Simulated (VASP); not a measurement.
# InSb (Pmmn) in VASP: a series of runs

The runs below take InSb through single point, with PBE.

Everything below comes from runs of VASP 6.6.1. Logs are shortened: lines on timing, memory, paths and dates and some standing lists are left out, and cuts for length are marked.

### Step 1. The cell of the first run

It takes space group Pmmn (No. 59, orthorhombic). Conventional cell: a = 5.920 Å, b = 5.938 Å, c = 3.222 Å, α = 90.00°, β = 90.00°, γ = 90.00°. Within 4.2 Å of In (site symmetry mm2) lie 8 Sb at 3.09 to 3.79 Å and 6 In at 3.22 to 4.19 Å. Within 4.1 Å of Sb (site symmetry mm2) lie 8 In at 3.09 to 3.79 Å and 2 Sb at 3.22 Å.

### Step 2. Single point, PBE

INCAR reads:

```
SYSTEM = InSb
PREC     = Accurate       ! precision mode
ENCUT    = 520            ! plane-wave cutoff, eV
EDIFF    = 1E-7           ! SCF threshold, eV
ISMEAR   = 1              ! smearing method
SIGMA    = 0.2            ! smearing width, eV
LREAL    = .False.        ! projectors in reciprocal space
LASPH    = .True.         ! aspherical terms in the spheres
NELM     = 60             ! most SCF steps
ALGO     = Fast           ! electronic algorithm
ISIF     = 2              ! what is computed and relaxed
LWAVE    = .False.        ! write WAVECAR
LCHARG   = .True.         ! write CHGCAR
GGA      = PE             ! functional
LELF     = .True.         ! ELF
LVHAR    = .True.       
NBANDS   = 26             ! bands
```

KPOINTS reads:

```
Automatic mesh
0
Gamma
  8 8 14
  0 0 0
```

POSCAR reads:

```
InSb
1.0
    5.9204200000      0.0000000000      0.0000000000
    0.0000000000      5.9380040000      0.0000000000
    0.0000000000      0.0000000000      3.2224990000
In Sb
2 2
Direct
    0.0000000000      0.0000000000      0.0088050000
    0.5000000000      0.5000000000      0.9911950000
    0.0000000000      0.5000000000      0.2769970000
    0.5000000000      0.0000000000      0.7230030000
```

Potentials or basis: VASP PAW PBE potentials, release 64 (In_d, Sb).

Launch:

```bash
$ cat potpaw_PBE.64/In_d/POTCAR potpaw_PBE.64/Sb/POTCAR > POTCAR
$ mpirun -np 1 vasp_std > vasp.out
```

OUTCAR:

```text
SYSTEM = InSb
   PREC = Accurate
   ENCUT = 520
   EDIFF = 1E-7
   ISMEAR = 1
   LREAL = .False.
   LASPH = .True.
   NELM = 60
   ISIF = 2
   GGA = PE

 ion  position               nearest neighbor table
   1  0.000  0.000  0.009-   3 3.09   3 3.09   4 3.10   4 3.10   4 3.75   4 3.75   3 3.79   3 3.79

   2  0.500  0.500  0.991-   4 3.09   4 3.09   3 3.10   3 3.10   3 3.75   3 3.75   4 3.79   4 3.79

   3  0.000  0.500  0.277-   1 3.09   1 3.09   2 3.10   2 3.10   2 3.75   2 3.75   1 3.79   1 3.79

   4  0.500  0.000  0.723-   2 3.09   2 3.09   1 3.10   1 3.10   1 3.75   1 3.75   2 3.79   2 3.79

  LATTYP: Found a simple orthorhombic cell.
 ALAT       =     3.2224990000
 B/A-ratio  =     1.8372139138
 C/A-ratio  =     1.8426705485

  Lattice vectors:

 A1 = (   0.0000000000,   0.0000000000,   3.2224990000)
 A2 = (   5.9204200000,   0.0000000000,   0.0000000000)
 A3 = (   0.0000000000,   5.9380040000,   0.0000000000)

Analysis of symmetry for initial positions (statically):
=====================================================================
 Subroutine PRICEL returns:
 Original cell was already a primitive cell.

 Routine SETGRP: Setting up the symmetry group for a
 simple orthorhombic supercell.

 Subroutine GETGRP returns: Found  8 space group operations
 (whereof  4 operations were pure point group operations)
 out of a pool of  8 trial point group operations.

The static configuration has the point symmetry C_2v.
 The point group associated with its full space group is D_2h.

Analysis of symmetry for dynamics (positions and initial velocities):
=====================================================================
 Subroutine PRICEL returns:
 Original cell was already a primitive cell.

 Routine SETGRP: Setting up the symmetry group for a
 simple orthorhombic supercell.

 Subroutine GETGRP returns: Found  8 space group operations
 (whereof  4 operations were pure point group operations)
 out of a pool of  8 trial point group operations.

The dynamic configuration has the point symmetry C_2v.
 The point group associated with its full space group is D_2h.

 Subroutine INISYM returns: Found  8 space group operations
 (whereof  4 operations are pure point group operations),
 and found     1 'primitive' translations

----------------------------------------------------------------------------------------

                                     Primitive cell

  volume of cell :     113.2885

  direct lattice vectors                    reciprocal lattice vectors
[... 89 lines left out ...]
   ENCUT  =  520.0 eV  38.22 Ry    6.18 a.u.  11.01 11.04  5.99*2*pi/ulx,y,z
   NELM   =     60;   NELMIN=  2; NELMDL= -5     # of ELM steps
   EDIFF  = 0.1E-06   stopping-criterion for ELM
   LREAL  =      F    real-space projection
   EDIFFG = 0.1E-05   stopping-criterion for IOM
   NSW    =      0    number of steps for IOM
   IBRION =     -1    ionic relax: 0-MD 1-quasi-New 2-CG
   NFREE  =      0    steps in history (QN), initial steepest desc. (CG)
   ISIF   =      2    stress and relaxation
   ISYM   =      2    0-nonsym 1-usesym 2-fastsym
   POTIM  = 0.5000    time-step for ionic-motion
   TEBEG  =    0.0;   TEEND  =   0.0 temperature during run
   PSTRESS=    0.0 pullay stress
   NELECT =      36.0000    total number of electrons
   NUPDOWN=      -1.0000    fix difference up-down
   EMIN   =  10.00;   EMAX   =-10.00  energy-range for DOS
   EFERMI =   0.00;   METHOD = LEGACY
   ISMEAR =     1;   SIGMA  =   0.20  broadening in eV -4-tet -1-fermi 0-gaus
   EFERMI_NEDOS =   21; number of points for ismear=-14 and -15
   IALGO  =     68    algorithm
   IMIX   =      4    mixing-type and parameters
     AMIX     =   0.40;   BMIX     =  1.00
     AMIX_MAG =   1.60;   BMIX_MAG =  1.00
  volume/ion in A,a.u.               =      28.32       191.13
  Fermi-wavevector in a.u.,A,eV,Ry     =   1.117156  2.111118 16.980574  1.248037
  Thomas-Fermi vector in A             =   2.253776
   LORBIT       =      0    0 simple, 1 ext, 2 COOP (PROOUT), +10 PAW based schemes
   GGA     = PE    functional components
   LHFCALC =     F    Hartree Fock is set to
   AEXX    =    0.0000 exact exchange contribution
   IVDW    =     0    specifies the selected vdW correction
   LEPSILON=     F    determine dielectric tensor
   LRPA    =     F    only Hartree local field effects (RPA)
 non-spin polarized calculation
 RMM-DIIS sequential band-by-band and
 Methfessel and Paxton  Order N= 1 SIGMA  =   0.20
  energy-cutoff  :      520.00
  volume of cell :      113.29
 maximum number of plane-waves:      3088
 NGX is ok and might be reduce to    48
   NGX = 23   NGY = 23   NGZ = 11

 number of electron      36.0000004 magnetization

 Free energy of the ion-electron system (eV)
  ---------------------------------------------------
  ext. energy  EPLUGINS =         0.00000000
  ---------------------------------------------------
  free energy    TOTEN  =       -13.35819548 eV

  energy without entropy =      -13.35810847  energy(sigma->0) =      -13.35816648

 E-fermi :   7.0570     XC(G=0):  -9.8744

 val. band max:        7.0541475223   @ k =   0.1250   0.1250   0.2857
 cond. band min:       7.0606153197   @ k =   0.3750   0.1250   0.4286
 fundamental gap:      0.0064677974
 Fermi energy:         7.0569512928

 k-point     1 :       0.0000    0.0000    0.0000
  band No.  band energies     occupation
      1      -7.6742      2.00000
      2      -7.6431      2.00000
      3      -7.5513      2.00000
      4      -7.4375      2.00000
      5      -7.4208      2.00000
      6      -7.3607      2.00000
[... 685 lines left out ...]
     25      14.4671      0.00000
     26      14.4671      0.00000

 [... further k-points ...]
[... 5 lines left out ...]
  --------------------------------------------------------------------------------------
  -------------------------------------------------------------------------------------
  Total       -0.1357188     -0.0912299      0.1886117      0.0000000      0.0000000      0.0000000
  in kB       -1.9193969     -1.2902148      2.6674327      0.0000000      0.0000000      0.0000000
  external PRESSURE =      -0.1807264 kB  Pullay stress =       0.0000000 kB

 VOLUME and BASIS-vectors are now :
 -----------------------------------------------------------------------------
  energy-cutoff  :      520.00
  volume of cell :      113.29
      direct lattice vectors                 reciprocal lattice vectors
     5.920420000  0.000000000  0.000000000     0.168906936  0.000000000  0.000000000
     0.000000000  5.938004000  0.000000000     0.000000000  0.168406758  0.000000000
     0.000000000  0.000000000  3.222499000     0.000000000  0.000000000  0.310318172

 POSITION                                       TOTAL-FORCE (eV/Angst)
 -----------------------------------------------------------------------------------
      0.00000      0.00000      0.02837         0.000000      0.000000      0.000126
      2.96021      2.96900      3.19412         0.000000      0.000000     -0.000126
      0.00000      2.96900      0.89262         0.000000      0.000000     -0.061232
      2.96021      0.00000      2.32988         0.000000      0.000000      0.061232
 -----------------------------------------------------------------------------------
    total drift:                                0.000000      0.000000      0.000000

  FREE ENERGIE OF THE ION-ELECTRON SYSTEM (eV)
  ---------------------------------------------------
  free  energy   TOTEN  =       -13.3581954822 eV

  energy  without entropy=      -13.3581084670  energy(sigma->0) =      -13.35816648
```

OSZICAR:

```text
N       E                     dE             d eps       ncg     rms          rms(c)
DAV:   1     0.287400897403E+03    0.28740E+03   -0.15650E+04 10400   0.148E+03
DAV:   2     0.117400714716E+02   -0.27566E+03   -0.26899E+03 10754   0.365E+02
DAV:   3    -0.124625107586E+02   -0.24203E+02   -0.23739E+02 13160   0.122E+02
DAV:   4    -0.133844808204E+02   -0.92197E+00   -0.91757E+00 12188   0.248E+01
DAV:   5    -0.134363638872E+02   -0.51883E-01   -0.51875E-01 16188   0.538E+00    0.424E+00
RMM:   6    -0.133635501511E+02    0.72814E-01   -0.14874E-01 11867   0.371E+00    0.240E+00
RMM:   7    -0.133585703776E+02    0.49798E-02   -0.62959E-02 11828   0.168E+00    0.483E-01
RMM:   8    -0.133578122601E+02    0.75812E-03   -0.10085E-02 12883   0.127E+00    0.932E-02
RMM:   9    -0.133580895179E+02   -0.27726E-03   -0.28333E-03 15281   0.434E-01    0.658E-02
RMM:  10    -0.133581584172E+02   -0.68899E-04   -0.95133E-04 15762   0.329E-01    0.512E-02
RMM:  11    -0.133581879250E+02   -0.29508E-04   -0.30573E-04 14952   0.123E-01    0.276E-02
RMM:  12    -0.133581938492E+02   -0.59243E-05   -0.50594E-05 13955   0.797E-02    0.136E-02
RMM:  13    -0.133581950503E+02   -0.12011E-05   -0.29499E-05 16556   0.349E-02    0.396E-03
RMM:  14    -0.133581954645E+02   -0.41420E-06   -0.49726E-06 16517   0.130E-02    0.619E-03
RMM:  15    -0.133581954822E+02   -0.17678E-07   -0.81542E-07 10215   0.537E-03
   1 F= -.13358195E+02 E0= -.13358166E+02  d E =-.870153E-04
```

Wall time 7.2 min (1 thread of Oxide Virtual Turin-like, shared host); peak memory 0.57 GiB.

Results:

```yaml
Free_energy: -13.3582 eV
Pressure: 0.0 GPa
Largest_force: 0.061 eV/Å
Band_gap_on_the_k_mesh: zero (bands 18 and 19 overlap by 2.69 eV)
```

Forces on the atoms (eV/Å):
```
In   0.000  0.000  0.000
In   0.000  0.000  0.000
Sb   0.000  0.000 -0.061
Sb   0.000  0.000  0.061
```

Stress tensor (GPa, compression positive):
```
-0.19  0.00  0.00
 0.00 -0.13  0.00
 0.00  0.00  0.27
```

Caveat: spin-orbit coupling is left out, which moves the levels of the heavy elements.

### Step 3. Single point, PBE

INCAR reads:

```
SYSTEM = InSb
ALGO = Fast ; EDIFF = 1E-6
ENCUT = 520 ; GGA = PE
ISIF = 2 ; ISMEAR = 1
LASPH = .True. ; LCHARG = .True.
LELF = .True. ; LREAL = .False.
LVHAR = .True. ; LWAVE = .False.
NBANDS = 26 ; NELM = 100
PREC = Accurate ; SIGMA = 0.3
```

KPOINTS reads:

```
k-points
0
Gamma
  8 8 14
  0 0 0
```

POSCAR is that of step 2.

Potentials or basis: VASP PAW PBE potentials, release 64 (In_d, Sb).

Launch:

```bash
$ cat potpaw_PBE.64/In_d/POTCAR potpaw_PBE.64/Sb/POTCAR > POTCAR
$ mpirun -np 1 vasp_std > vasp.out
```

Wall time 5.3 min (1 thread of Oxide Virtual Turin-like, shared host); peak memory 0.58 GiB.

It converged, with:

```yaml
Free_energy: -13.3585 eV
Pressure: 0.0 GPa
Largest_force: 0.059 eV/Å
Band_gap_on_the_k_mesh: zero (bands 18 and 19 overlap by 2.69 eV)
```

Forces in eV/Å, atoms in the order of the input:
```
In   0.000  0.000  0.000
In   0.000  0.000  0.000
Sb   0.000  0.000 -0.059
Sb   0.000  0.000  0.059
```

Stress tensor (GPa, compression positive):
```
-0.23  0.00  0.00
 0.00 -0.15  0.00
 0.00  0.00  0.32
```

Levels at points of the mesh, in eV from the Fermi level:
```
           k point  band 16  band 17  band 18  band 19  band 20  band 21
(0.00, 0.00, 0.00)    -3.37    -1.98    -1.97     3.28     3.71     4.54
(0.50, 0.00, 0.00)    -3.53     0.20     0.20     3.10     3.10     4.22
(0.00, 0.50, 0.00)    -3.53     0.16     0.16     3.08     3.08     4.21
(0.50, 0.50, 0.00)    -0.40     1.54     1.54     1.78     1.78     1.92
(0.00, 0.00, 0.50)    -1.68    -1.63    -0.84    -0.78    -0.72     0.45
(0.50, 0.00, 0.50)    -2.15    -1.27    -1.27    -1.12    -1.12     2.46
(0.00, 0.50, 0.50)    -2.12    -1.21    -1.21    -1.05    -1.05     2.36
(0.50, 0.50, 0.50)    -4.00    -2.85    -2.85     2.84     2.84     3.14
```

Caveat: so wide a smearing shifts energies and pressures; spin-orbit coupling is left out, which moves the levels of the heavy elements.

### Step 4. Single point, PBE

INCAR reads:

```
SYSTEM = InSb
  PREC = Accurate
  ENCUT = 520
  EDIFF = 1E-6
  ISMEAR = -1
  SIGMA = 0.1
  LREAL = .False.
  LASPH = .True.
  NELM = 60
  ALGO = Fast
  ISIF = 2
  LWAVE = .False.
  LCHARG = .False.
  GGA = PE
  NBANDS = 26
```

KPOINTS reads:

```
regular mesh
0
Gamma
  8 8 14
  0 0 0
```

POSCAR is that of step 3.

Launch:

```bash
$ cat potpaw_PBE.64/In_d/POTCAR potpaw_PBE.64/Sb/POTCAR > POTCAR
$ mpirun -np 1 vasp_std > vasp.out
```

It took 12 min on 1 thread of Oxide Virtual Turin-like, shared host; peak memory 0.58 GiB.

Results (log left out):

| Property | Result |
| --- | --- |
| Free energy | -13.3881 eV |
| Pressure | 0.0 GPa |
| Largest force | 0.056 eV/Å |
| Band gap on the k mesh | zero (bands 18 and 19 overlap by 2.69 eV) |

Forces in eV/Å, atoms in the order of the input:
```
In   0.000  0.000  0.000
In   0.000  0.000  0.000
Sb   0.000  0.000 -0.056
Sb   0.000  0.000  0.056
```

Stress tensor (GPa, compression positive):
```
-0.20  0.00  0.00
 0.00 -0.12  0.00
 0.00  0.00  0.39
```

Levels at points of the mesh, in eV from the Fermi level:
| k point | band 16 | band 17 | band 18 | band 19 | band 20 | band 21 |
| --- | --- | --- | --- | --- | --- | --- |
| (0.00, 0.00, 0.00) | -3.37 | -1.98 | -1.97 | 3.27 | 3.71 | 4.54 |
| (0.50, 0.00, 0.00) | -3.53 | 0.19 | 0.19 | 3.10 | 3.10 | 4.22 |
| (0.00, 0.50, 0.00) | -3.53 | 0.16 | 0.16 | 3.08 | 3.08 | 4.21 |
| (0.50, 0.50, 0.00) | -0.40 | 1.54 | 1.54 | 1.78 | 1.78 | 1.92 |
| (0.00, 0.00, 0.50) | -1.68 | -1.63 | -0.84 | -0.78 | -0.72 | 0.45 |
| (0.50, 0.00, 0.50) | -2.15 | -1.27 | -1.27 | -1.12 | -1.12 | 2.46 |
| (0.00, 0.50, 0.50) | -2.12 | -1.21 | -1.21 | -1.06 | -1.06 | 2.36 |
| (0.50, 0.50, 0.50) | -4.00 | -2.85 | -2.85 | 2.84 | 2.84 | 3.14 |

Caveat: spin-orbit coupling is left out, which moves the levels of the heavy elements.

### Step 5. Single point, PBE

INCAR reads:

```
SYSTEM = InSb
  ALGO = Fast
  EDIFF = 1E-6
  ENCUT = 520
  GGA = PE
  ISIF = 2
  ISMEAR = -1
  LASPH = .True.
  LCHARG = .True.
  LELF = .True.
  LREAL = .False.
  LVHAR = .True.
  LWAVE = .False.
  NBANDS = 26
  NELM = 80
  PREC = Accurate
  SIGMA = 0.3
```

KPOINTS reads:

```
k-points
0
Gamma
  8 8 14
  0 0 0
```

POSCAR is that of step 4.

Potentials or basis: VASP PAW PBE potentials, release 64 (In_d, Sb).

Launch:

```bash
$ cat potpaw_PBE.64/In_d/POTCAR potpaw_PBE.64/Sb/POTCAR > POTCAR
$ mpirun -np 1 vasp_std > vasp.out
```

OUTCAR:

```text
SYSTEM = InSb
   EDIFF = 1E-6
   ENCUT = 520
   GGA = PE
   ISIF = 2
   ISMEAR = -1
   LASPH = .True.
   LREAL = .False.
   NELM = 80
   PREC = Accurate

 ion  position               nearest neighbor table
   1  0.000  0.000  0.009-   3 3.09   3 3.09   4 3.10   4 3.10   4 3.75   4 3.75   3 3.79   3 3.79

   2  0.500  0.500  0.991-   4 3.09   4 3.09   3 3.10   3 3.10   3 3.75   3 3.75   4 3.79   4 3.79

   3  0.000  0.500  0.277-   1 3.09   1 3.09   2 3.10   2 3.10   2 3.75   2 3.75   1 3.79   1 3.79

   4  0.500  0.000  0.723-   2 3.09   2 3.09   1 3.10   1 3.10   1 3.75   1 3.75   2 3.79   2 3.79

  LATTYP: Found a simple orthorhombic cell.
 ALAT       =     3.2224990000
[... 900 lines left out ...]
  -------------------------------------------------------------------------------------
  Total        0.1971728      0.2586302      0.4891314      0.0000000      0.0000000      0.0000000
  in kB        2.7885078      3.6576657      6.9175180      0.0000000      0.0000000      0.0000000
  external PRESSURE =       4.4545638 kB  Pullay stress =       0.0000000 kB

 VOLUME and BASIS-vectors are now :
 -----------------------------------------------------------------------------
  energy-cutoff  :      520.00
  volume of cell :      113.29
      direct lattice vectors                 reciprocal lattice vectors
     5.920420000  0.000000000  0.000000000     0.168906936  0.000000000  0.000000000
     0.000000000  5.938004000  0.000000000     0.000000000  0.168406758  0.000000000
     0.000000000  0.000000000  3.222499000     0.000000000  0.000000000  0.310318172

 POSITION                                       TOTAL-FORCE (eV/Angst)
 -----------------------------------------------------------------------------------
      0.00000      0.00000      0.02837         0.000000      0.000000     -0.000621
      2.96021      2.96900      3.19412         0.000000      0.000000      0.000621
      0.00000      2.96900      0.89262         0.000000      0.000000     -0.044767
      2.96021      0.00000      2.32988         0.000000      0.000000      0.044767
 -----------------------------------------------------------------------------------
    total drift:                                0.000000      0.000000      0.000000

  FREE ENERGIE OF THE ION-ELECTRON SYSTEM (eV)
  ---------------------------------------------------
  free  energy   TOTEN  =       -13.6321424269 eV

  energy  without entropy=      -13.0646739065  energy(sigma->0) =      -13.34840817
```

OSZICAR:

```text
N       E                     dE             d eps       ncg     rms          rms(c)
DAV:   1     0.287236616407E+03    0.28724E+03   -0.15650E+04 10400   0.148E+03
DAV:   2     0.115266353611E+02   -0.27571E+03   -0.26902E+03 10754   0.365E+02
DAV:   3    -0.127277688343E+02   -0.24254E+02   -0.23768E+02 13160   0.122E+02
DAV:   4    -0.136551560292E+02   -0.92739E+00   -0.92294E+00 12188   0.248E+01
DAV:   5    -0.137071661688E+02   -0.52010E-01   -0.52002E-01 16188   0.539E+00    0.423E+00
RMM:   6    -0.136371563319E+02    0.70010E-01   -0.14430E-01 11864   0.366E+00    0.239E+00
RMM:   7    -0.136324844932E+02    0.46718E-02   -0.59548E-02 11891   0.165E+00    0.481E-01
RMM:   8    -0.136317680719E+02    0.71642E-03   -0.95941E-03 12906   0.124E+00    0.912E-02
RMM:   9    -0.136320415250E+02   -0.27345E-03   -0.27526E-03 15330   0.426E-01    0.630E-02
RMM:  10    -0.136321065118E+02   -0.64987E-04   -0.91082E-04 15719   0.323E-01    0.482E-02
RMM:  11    -0.136321341609E+02   -0.27649E-04   -0.29196E-04 14748   0.122E-01    0.266E-02
RMM:  12    -0.136321404757E+02   -0.63148E-05   -0.55703E-05 13832   0.841E-02    0.134E-02
RMM:  13    -0.136321420529E+02   -0.15773E-05   -0.33785E-05 14635   0.368E-02    0.354E-03
RMM:  14    -0.136321424269E+02   -0.37396E-06   -0.47709E-06  8078   0.154E-02
   1 F= -.13632142E+02 E0= -.13348408E+02  d E =-.567469E+00
```

Run time: 12 min. Hardware: 1 thread of Oxide Virtual Turin-like, shared host; peak memory 0.57 GiB.

What came out:

```
Free energy            : -13.6321 eV
Pressure               : 0.4 GPa
Largest force          : 0.045 eV/Å
Band gap on the k mesh : zero (bands 18 and 19 overlap by 2.69 eV)
```

Forces on the atoms (eV/Å):
```
In   0.000  0.000 -0.001
In   0.000  0.000  0.001
Sb   0.000  0.000 -0.045
Sb   0.000  0.000  0.045
```

Caveat: so wide a smearing shifts energies and pressures; spin-orbit coupling is left out, which moves the levels of the heavy elements.

### Step 6. Overview

```tsv
smearing	further INCAR settings	gap on the mesh (eV)	pressure (GPa)	largest force (eV/Å)
methfessel-paxton 0.2 eV	ALGO = Fast; EDIFF = 1e-07; NBANDS = 26	none	0.0	0.06
methfessel-paxton 0.3 eV	ALGO = Fast; EDIFF = 1e-06; NBANDS = 26	none	0.0	0.06
fermi-dirac 0.1 eV	ALGO = Fast; EDIFF = 1e-06; NBANDS = 26	none	0.0	0.06
fermi-dirac 0.3 eV	ALGO = Fast; EDIFF = 1e-06; NBANDS = 26	none	0.4	0.04
```

Alike in all rows: task single point; level PBE; potentials or basis VASP PAW PBE potentials, release 64 (In_d, Sb); no spin polarisation; cell as given; k mesh 8 × 8 × 14; cutoff (eV) 520.

Caveats: spin-orbit coupling is left out, which moves the levels of the heavy elements; so wide a smearing shifts energies and pressures (at least some runs).

Absolute energies hang on the potentials; compare differences alone.
